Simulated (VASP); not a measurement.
A run of VASP 6.6.1 is set up as follows.

File INCAR:

```
  PREC = Accurate
  ENCUT = 520
  EDIFF = 1E-6
  ISMEAR = 0
  SIGMA = 0.02
  LREAL = F
  LASPH = T
  NELM = 60
  ALGO = Normal
  ISIF = 2
  LWAVE = F
  LCHARG = F
  NBANDS = 35
```

File KPOINTS:

```
regular mesh
0
Gamma
  6 6 8
```

File POSCAR:

```
SnO2
1.0
    4.7212714783      0.0000000000      0.0000000000
    0.0000000000      4.7242464825      0.0000000000
    0.0000000000      0.0000000000      3.1900194046
Sn O
2 4
Direct
    0.5000000000      0.5000000000      0.5000000000
    0.0000000000      0.0000000000      0.0000000000
    0.3055669690      0.3065721193      0.0000000000
    0.8055669690      0.1934278807      0.5000000000
    0.1944330310      0.8065721193      0.5000000000
    0.6944330310      0.6934278807      0.0000000000
```

Potentials or basis: VASP PAW LDA potentials, release 64 (Sn_d, O).

The run is started by

```sh
$ cat potpaw_LDA.64/Sn_d/POTCAR potpaw_LDA.64/O/POTCAR > POTCAR
$ mpirun -np 1 vasp_std > vasp.out
```

Q: What does it give for the largest force?

A: 0.022 eV/Å.

Q: Estimate the band gap on the k mesh.

A: 1.20 eV, direct.

Stress tensor (GPa, compression positive):
```
0.91 0.00 0.00
0.00 0.90 0.00
0.00 0.00 1.42
```

Caveat: spin-orbit coupling is left out, which moves the levels of the heavy elements. LDA gaps usually lie below the measured ones, often by a third to a half.
